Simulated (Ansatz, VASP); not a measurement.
**Be: VASP beside Ansatz**

Contents of INCAR:

```
SYSTEM = Be
  ALGO = Fast
  EDIFF = 1E-6
  ENCUT = 520
  GGA = PE
  ISIF = 2
  ISMEAR = 0
  IVDW = 12
  LASPH = .TRUE.
  LCHARG = .TRUE.
  LELF = .TRUE.
  LREAL = .FALSE.
  LVHAR = .TRUE.
  LWAVE = .FALSE.
  NBANDS = 9
  NELM = 80
  PREC = Accurate
  SIGMA = 0.15
```

Contents of KPOINTS:

```
k-points
0
G
  24 24 12
  0 0 0
```

The input POSCAR:

```
Be
1.0
    2.2141966284      0.0000000000      0.0000000000
   -1.1070983142      1.9175505292      0.0000000000
    0.0000000000      0.0000000000      3.5001053904
Be
2
Direct
    0.2826293077      0.6908120539      0.2500000000
    0.7173706923      0.3091879461      0.7500000000
```

Input for Ansatz:

```yaml
crystal:
  lattice:
    - [2.2141966284, 0.0, 0.0]
    - [-1.1070983142, 1.9175505292, 0.0]
    - [0.0, 0.0, 3.5001053904]
  atoms:
    - { symbol: Be, position: [0.2826293077, 0.6908120539, 0.25] }
    - { symbol: Be, position: [0.7173706923, 0.3091879461, 0.75] }
basis:
  ecutwfc: 520.0
kpoints:
  mp_grid: { grid: [24, 24, 12] }
hamiltonian:
  xc: pbe
  dispersion: d3bj
scf:
  occupations: { method: gaussian, width: 0.15 }
output:
  forces: true
  stress: true
  eigenvalues: true
```

Change from the starting cell: mode 4 frozen in at -0.139 Å and mode 5 at +0.046 Å (largest displacements).

Alike in both runs: task single point; functional PBE; dispersion D3(BJ); k mesh 24 × 24 × 12; occupations gaussian, width 0.15 eV; no spin polarisation.

|  | VASP | Ansatz |
| --- | --- | --- |
| version | VASP 6.6.1 | Ansatz 0.2.0 |
| potentials or method | VASP PAW PBE potentials, release 64 (Be), cutoff 520 eV | scalar-relativistic, plane waves, PAW |
| valence electrons in the cell | 4 | 4 |

Ansatz gave:

```
gap on the k mesh at the Fermi level (eV)                     : none
pressure (GPa)                                                : 1.5
traceless stress, the component that is largest in VASP (GPa) : 8.31
rms of the force components (eV/Å)                            : 0.458
```

**Question.** Estimate VASP's values.

**Answer.** gap on the k mesh at the Fermi level (eV): none; pressure (GPa): 1.7; traceless stress, the component that is largest in VASP (GPa): 8.34; rms of the force components (eV/Å): 0.458.

Atom by atom the forces differ by 0.000 eV/Å (rms over components). A gap of «none» marks a metal or a gap that the smearing closes.
